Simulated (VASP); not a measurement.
# B3C2 (R3m) in VASP: single point with PBE

Aim: the single point of B3C2 with PBE.

Program: VASP 6.6.1. These are calculated values, not measurements. Logs are shortened: lines on timing, memory, paths and dates and some standing lists are left out, and cuts for length are marked.

### 1 The cell of the first run

Symmetry: R3m, No. 160, trigonal system. The conventional cell has a = 5.746 Å, b = 5.746 Å, c = 11.744 Å, α = 90.00°, β = 90.00°, γ = 120.00°. Within 2.1 Å of B (site symmetry m) lie 1 C at 1.57 Å and 5 B at 1.77 to 1.96 Å. Within 2.0 Å of B (site symmetry m) lie 2 C at 1.53 to 1.64 Å and 4 B at 1.85 to 1.86 Å. Within 2.3 Å of B (site symmetry m) lie 4 C at 1.68 to 2.20 Å and 3 B at 1.86 to 1.96 Å. Within 2.0 Å of C (site symmetry m) lie 4 B at 1.53 to 1.68 Å. C (site symmetry 3m) has 2 C at 1.31 to 1.32 Å within 1.7 Å. Within 1.8 Å of C (site symmetry 3m) lie 1 C at 1.32 Å and 3 B at 1.64 Å. C (site symmetry 3m) has 1 C at 1.31 Å and 3 B at 1.74 Å within 1.8 Å.

### 2 Single point, PBE, collinear spin

Contents of INCAR:

```
SYSTEM = B3C2
PREC = Accurate ; ENCUT = 520
EDIFF = 1E-6 ; ISMEAR = 0
SIGMA = 0.1 ; LREAL = Auto
LASPH = .True. ; NELM = 150
ALGO = Normal ; ISIF = 2
LWAVE = .False. ; LCHARG = .False.
ISPIN = 2 ; MAGMOM = 0 0 0 0 0 0 0 0 0 1 1 1 1 1 1
LORBIT = 11 ; GGA = PE
NBANDS = 42
```

Contents of KPOINTS:

```
regular mesh
0
Gamma
  6 6 6
  0 0 0
```

Contents of POSCAR:

```
B3C2
1.0
    2.8727923241      1.6586074217      3.9145898654
   -2.8727923241      1.6586074217      3.9145898654
    0.0000000000     -3.3172148433      3.9145898654
B C
9 6
Direct
    0.0128108459      0.3211109555      0.0128108459
    0.3211109555      0.0128108459      0.0128108459
    0.0128108459      0.0128108459      0.3211109555
    0.6757612830      0.2000374264      0.2000374264
    0.2000374264      0.2000374264      0.6757612830
    0.7968600930      0.2720788861      0.7968600930
    0.2720788861      0.7968600930      0.7968600930
    0.7968600930      0.7968600930      0.2720788861
    0.2000374264      0.6757612830      0.2000374264
    0.0461677747      0.5978912107      0.0461677747
    0.5978912107      0.0461677747      0.0461677747
    0.0461677747      0.0461677747      0.5978912107
    0.5073780482      0.5073780482      0.5073780482
    0.3953989999      0.3953989999      0.3953989999
    0.6186283364      0.6186283364      0.6186283364
```

Potentials or basis: VASP PAW PBE potentials, release 64 (B, C).

Run with:

```console
$ cat potpaw_PBE.64/B/POTCAR potpaw_PBE.64/C/POTCAR > POTCAR
$ mpirun -np 1 vasp_std > vasp.out
```

OUTCAR:

```text
SYSTEM = B3C2
   PREC = Accurate
   ENCUT = 520
   EDIFF = 1E-6
   ISMEAR = 0
   LREAL = Auto
   LASPH = .True.
   NELM = 150
   ISIF = 2
   ISPIN = 2
   LORBIT = 11
   GGA = PE

 ion  position               nearest neighbor table
   1  0.013  0.321  0.013-  10 1.57   2 1.77   3 1.77   5 1.85   4 1.85   6 1.96
   2  0.321  0.013  0.013-  11 1.57   1 1.77   3 1.77   5 1.85   9 1.85   7 1.96
   3  0.013  0.013  0.321-  12 1.57   2 1.77   1 1.77   9 1.85   4 1.85   8 1.96
   4  0.676  0.200  0.200-  11 1.53  14 1.64   3 1.85   1 1.85   8 1.86   6 1.86
   5  0.200  0.200  0.676-  12 1.53  14 1.64   1 1.85   2 1.85   6 1.86   7 1.86
   6  0.797  0.272  0.797-  12 1.68  11 1.68  15 1.74   5 1.86   4 1.86   1 1.96
   7  0.272  0.797  0.797-  12 1.68  10 1.68  15 1.74   5 1.86   9 1.86   2 1.96
   8  0.797  0.797  0.272-  10 1.68  11 1.68  15 1.74   9 1.86   4 1.86   3 1.96
   9  0.200  0.676  0.200-  10 1.53  14 1.64   3 1.85   2 1.85   8 1.86   7 1.86
  10  0.046  0.598  0.046-   9 1.53   1 1.57   8 1.68   7 1.68
  11  0.598  0.046  0.046-   4 1.53   2 1.57   8 1.68   6 1.68
  12  0.046  0.046  0.598-   5 1.53   3 1.57   6 1.68   7 1.68
  13  0.507  0.507  0.507-  15 1.31  14 1.32
  14  0.395  0.395  0.395-  13 1.32   9 1.64   4 1.64   5 1.64
  15  0.619  0.619  0.619-  13 1.31   7 1.74   6 1.74   8 1.74

  LATTYP: Found a trigonal (rhomboedric) cell.
 ALAT       =     5.1310747540
 COS(alpha) =     0.3730660691

  Lattice vectors:

 A1 = (   2.8727923241,   1.6586074217,   3.9145898654)
 A2 = (  -2.8727923241,   1.6586074217,   3.9145898654)
 A3 = (   0.0000000000,  -3.3172148433,   3.9145898654)

Analysis of symmetry for initial positions (statically):
=====================================================================
 Subroutine PRICEL returns:
 Original cell was already a primitive cell.

 Routine SETGRP: Setting up the symmetry group for a
 trigonal (rhombohedral) supercell.

 Subroutine GETGRP returns: Found  6 space group operations
 (whereof  6 operations were pure point group operations)
 out of a pool of 12 trial point group operations.

The static configuration has the point symmetry C_3v.

Analysis of symmetry for dynamics (positions and initial velocities):
=====================================================================
 Subroutine PRICEL returns:
 Original cell was already a primitive cell.

[... 1170 lines left out ...]
  band No.  band energies     occupation
      1     -12.1060      1.00000
      2      -9.5373      1.00000
      3      -8.5673      1.00000
      4      -7.2469      1.00000
      5      -7.2469      1.00000
      6      -4.5181      1.00000
[... 949 lines left out ...]
     36      13.8829      0.00000
     37      13.9640      0.00000

 [... further k-points ...]

 [bands above 37 left out]

------------------------ aborting loop because EDIFF is reached ----------------------------------------

  FORCE on cell =-STRESS in cart. coord.  units (eV):
  Direction    XX          YY          ZZ          XY          YZ          ZX
  --------------------------------------------------------------------------------------
  -------------------------------------------------------------------------------------
  Total       -0.1462661     -0.1462661     -0.1191585      0.0000000     -0.0000000      0.0000000
  in kB       -2.0939624     -2.0939624     -1.7058872      0.0000000     -0.0000000      0.0000000
  external PRESSURE =      -1.9646040 kB  Pullay stress =       0.0000000 kB

 VOLUME and BASIS-vectors are now :
 -----------------------------------------------------------------------------
  energy-cutoff  :      520.00
  volume of cell :      111.91
      direct lattice vectors                 reciprocal lattice vectors
     2.872792324  1.658607422  3.914589865     0.174046692  0.100485904  0.085151534
    -2.872792324  1.658607422  3.914589865    -0.174046692  0.100485904  0.085151534
     0.000000000 -3.317214843  3.914589865     0.000000000 -0.200971809  0.085151534

 POSITION                                       TOTAL-FORCE (eV/Angst)
 -----------------------------------------------------------------------------------
     -0.88568      0.51135      1.35732         0.012683     -0.007323     -0.001330
      0.88568      0.51135      1.35732        -0.012683     -0.007323     -0.001330
      0.00000     -1.02270      1.35732         0.000000      0.014645     -0.001330
      1.36666      0.78904      4.21146        -0.010918     -0.006304      0.011563
      0.00000     -1.57808      4.21146         0.000000      0.012607      0.011563
      1.50759     -0.87041      7.30384         0.018005     -0.010395      0.018728
     -1.50759     -0.87041      7.30384        -0.018005     -0.010395      0.018728
      0.00000      1.74081      7.30384         0.000000      0.020790      0.018728
     -1.36666      0.78904      4.21146         0.010918     -0.006304      0.011563
     -1.58499      0.91509      2.70195         0.010098     -0.005830     -0.026858
      1.58499      0.91509      2.70195        -0.010098     -0.005830     -0.026858
      0.00000     -1.83019      2.70195         0.000000      0.011661     -0.026858
      0.00000      0.00000      5.95853         0.000000     -0.000000     -0.025415
      0.00000      0.00000      4.64347         0.000000      0.000000      0.000855
      0.00000      0.00000      7.26503         0.000000      0.000000      0.018251
 -----------------------------------------------------------------------------------
    total drift:                                0.000000     -0.000000     -0.027890

  FREE ENERGIE OF THE ION-ELECTRON SYSTEM (eV)
  ---------------------------------------------------
  free  energy   TOTEN  =      -109.5937511314 eV

  energy  without entropy=     -109.5701282352  energy(sigma->0) =     -109.58193968

 total charge

# of ion       s       p       d       tot
------------------------------------------
    1        0.676   1.351   0.000   2.027
    2        0.676   1.351   0.000   2.027
    3        0.676   1.351   0.000   2.027
    4        0.694   1.349   0.000   2.043
    5        0.694   1.349   0.000   2.043
    6        0.644   1.257   0.000   1.901
    7        0.644   1.257   0.000   1.901
    8        0.644   1.257   0.000   1.901
    9        0.694   1.349   0.000   2.043
   10        0.844   1.684   0.000   2.528
   11        0.844   1.684   0.000   2.528
   12        0.844   1.684   0.000   2.528
   13        0.975   1.663   0.000   2.638
   14        0.862   1.815   0.000   2.677
   15        0.859   1.726   0.000   2.585
--------------------------------------------------
tot         11.268  22.128   0.000  33.396

 magnetization (x)

# of ion       s       p       d       tot
------------------------------------------
    1        0.000   0.008   0.000   0.008
    2        0.000   0.008   0.000   0.008
    3        0.000   0.008   0.000   0.008
    4        0.003   0.003   0.000   0.007
    5        0.003   0.003   0.000   0.007
    6        0.001   0.007   0.000   0.008
    7        0.001   0.007   0.000   0.008
    8        0.001   0.007   0.000   0.008
    9        0.003   0.003   0.000   0.007
   10        0.006   0.076   0.000   0.082
   11        0.006   0.076   0.000   0.082
   12        0.006   0.076   0.000   0.082
   13        0.002   0.021   0.000   0.023
   14        0.007   0.010   0.000   0.017
   15        0.001   0.007   0.000   0.008
--------------------------------------------------
tot          0.044   0.317   0.000   0.361
```

Wall time 17 min (1 thread of Intel Xeon 8259CL, shared host); peak memory 0.39 GiB.

Results:

```yaml
Free_energy: -109.5938 eV
Pressure: -0.2 GPa
Largest_force: 0.029 eV/Å
Net_moment: 0.58 μB per cell
Site_moments: B +0.01; C +0.08, +0.02, +0.01 (each value once) μB
Valence_electrons_inside_the_program's_atomic_spheres: B 2.03, 2.04, 1.90 (each value once); C 2.53, 2.64, 2.68, 2.58 (each value once)
```

Forces on the atoms (eV/Å):
```
B    0.013 -0.007 -0.001
B   -0.013 -0.007 -0.001
B    0.000  0.015 -0.001
B   -0.011 -0.006  0.012
B    0.000  0.013  0.012
B    0.018 -0.010  0.019
B   -0.018 -0.010  0.019
B    0.000  0.021  0.019
B    0.011 -0.006  0.012
C    0.010 -0.006 -0.027
C   -0.010 -0.006 -0.027
C    0.000  0.012 -0.027
C    0.000  0.000 -0.025
C    0.000  0.000  0.001
C    0.000  0.000  0.018
```
